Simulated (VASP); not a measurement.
Input of a VASP 6.6.1 run:

Contents of INCAR:

```
ALGO = Normal ; EDIFF = 1E-7
EDIFFG = -0.01 ; ENCUT = 500
GGA = PE ; GGA_COMPAT = False
IBRION = 2 ; ISIF = 3
ISMEAR = 0 ; LASPH = True
LCHARG = False ; LMAXMIX = 6
LREAL = False ; LWAVE = False
NELM = 200 ; NELMIN = 4
NSW = 100 ; PREC = Accurate
SIGMA = 0.1
```

File KPOINTS:

```
k-points
0
Gamma
  8 8 8
```

File POSCAR:

```
Tm2I3
1.0
    5.6968726300      0.0000000000      0.0000000000
    0.0000000000      5.6968726300      0.0000000000
    0.0000000000      0.0000000000      5.6968726300
Tm I
2 3
Direct
    0.5000000000      0.5000000000      0.5000000000
    0.0000000000      0.0000000000      0.0000000000
    0.5000000000      0.0000000000      0.0000000000
    0.0000000000      0.5000000000      0.0000000000
    0.0000000000      0.0000000000      0.5000000000
```

Potentials or basis: VASP PAW PBE potentials, release 64 (Tm_3, I), 4f in core.

Run with:

```console
$ cat potpaw_PBE.64/Tm_3/POTCAR potpaw_PBE.64/I/POTCAR > POTCAR
$ mpirun -np 1 vasp_std > vasp.out
```

(1) Predict the relaxed volume.

(2) Estimate the space group after relaxing (to 0.1 Å).

Answers

(1) 41.56 Å³/atom.

(2) Pm-3m (No. 221).

Caveat: the highest band is partly filled, so the run has too few bands; the run has no spin polarisation, though such a crystal can be magnetic.
